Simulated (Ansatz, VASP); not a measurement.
# Two plane-wave programs on Sn2F

```
CELL_PARAMETERS angstrom
0.00000 3.31011 3.31011
3.31011 0.00000 3.31011
3.31011 3.31011 0.00000
ATOMIC_POSITIONS crystal
Sn 0.25000 0.25000 0.25000
Sn 0.75000 0.75000 0.75000
F 0.50000 0.50000 0.50000
```

Alike in both runs: task single point; functional PBE; k mesh 4 × 4 × 4; occupations gaussian, width 0.1 eV; no spin polarisation.

|  | VASP | Ansatz |
| --- | --- | --- |
| version | VASP 6.6.1 | Ansatz 0.2.0 |
| potentials or method | VASP PAW PBE potentials, release 64 (Sn_d, F), cutoff 520 eV | scalar-relativistic, plane waves, PAW |
| valence electrons in the cell | 35 | 35 |

Ansatz gave:

```
gap on the k mesh at the Fermi level (eV) : none
pressure (GPa)                            : -1.4
```

Task: What did VASP give for the same quantities?

Result: gap on the k mesh at the Fermi level (eV): none; pressure (GPa): -1.5.

A gap of «none» marks a metal or a gap that the smearing closes.

The k mesh is coarse, so the values compare programs but aren't converged.
